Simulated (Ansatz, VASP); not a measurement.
RbNa in VASP and in Ansatz

```xyz
2
Lattice="4.9823 0.0000 0.0000 0.0000 4.9823 0.0000 0.0000 0.0000 4.9823" Properties=species:S:1:pos:R:3 pbc="T T T"
Rb    0.0000    0.0000    0.0000
Na    2.4912    2.4912    2.4912
```

Alike in both runs: functional PBE; k mesh 4 × 4 × 4; occupations gaussian, width 0.1 eV; no spin polarisation.

Ansatz relaxed the structure, and its values are those at the end. VASP's run is a single point on that final structure, the one shown.

```csv
,VASP,Ansatz
version,VASP 6.6.1,Ansatz 0.2.0
potentials or method,"VASP PAW PBE potentials, release 64 (Rb_sv, Na_pv), cutoff 520 eV","scalar-relativistic, plane waves, PAW"
valence electrons in the cell,16,18
```

```csv
,VASP,Ansatz,Ansatz less VASP
gap on the k mesh at the Fermi level (eV),none,none,-
pressure (GPa),0.1,0.1,-0.02
```

A gap of «none» marks a metal or a gap that the smearing closes. VASP's potentials hold 16 valence electrons a cell and Ansatz's 18, so a difference there can come from the potentials and not from the codes.
